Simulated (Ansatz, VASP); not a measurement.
## ZnO in VASP and in Ansatz

The input INCAR:

```
PREC = Accurate
ENCUT = 520
EDIFF = 1E-8
ISMEAR = -1
SIGMA = 0.03
LREAL = F
LASPH = T
NELM = 60
ALGO = Normal
ISIF = 2
LWAVE = F
LCHARG = F
GGA = PE
LEFG = T
NBANDS = 16
```

Contents of KPOINTS:

```
Automatic mesh
0
Gamma
  10 10 10
```

The input POSCAR:

```
ZnO
1.0
    0.0000000000      2.1037218051      2.1037218051
    2.1037218051      0.0000000000      2.1037218051
    2.1037218051      2.1037218051      0.0000000000
Zn O
1 1
Direct
    0.0000000000      0.0000000000      0.0000000000
    0.5000000000      0.5000000000      0.5000000000
```

Input for Ansatz:

```yaml
crystal:
  lattice:
    - [0.0, 2.1037218051, 2.1037218051]
    - [2.1037218051, 0.0, 2.1037218051]
    - [2.1037218051, 2.1037218051, 0.0]
  atoms:
    - { symbol: Zn, position: [0.0, 0.0, 0.0] }
    - { symbol: O, position: [0.5, 0.5, 0.5] }
kpoints:
  mp_grid: { grid: [10, 10, 10] }
scf:
  occupations: { method: fermi_dirac, width: 0.03 }
hamiltonian:
  xc: pbe
  pseudopotentials: { kind: paw }
output:
  forces: true
  stress: true
  eigenvalues: true
  efg: { contact_densities: true }
```

Change from the starting cell: volume scaled by 0.95, PAW files.

Alike in both runs: task electric field gradients; functional PBE; k mesh 10 × 10 × 10; occupations fermi-dirac, width 0.03 eV; no spin polarisation.

```csv
,VASP,Ansatz
version,VASP 6.6.1,Ansatz 0.2.0
potentials or method,"VASP PAW PBE potentials, release 64 (Zn, O)","PAW with Ansatz's default frozen-core files, scalar-relativistic"
plane-wave cutoff (eV),520,420
valence electrons in the cell,18,18
```

```tsv
	VASP	Ansatz	Ansatz less VASP
gap on the k mesh at the Fermi level (eV)	1.12	1.15	+0.036
pressure (GPa)	18.8	17.3	-1.47
```
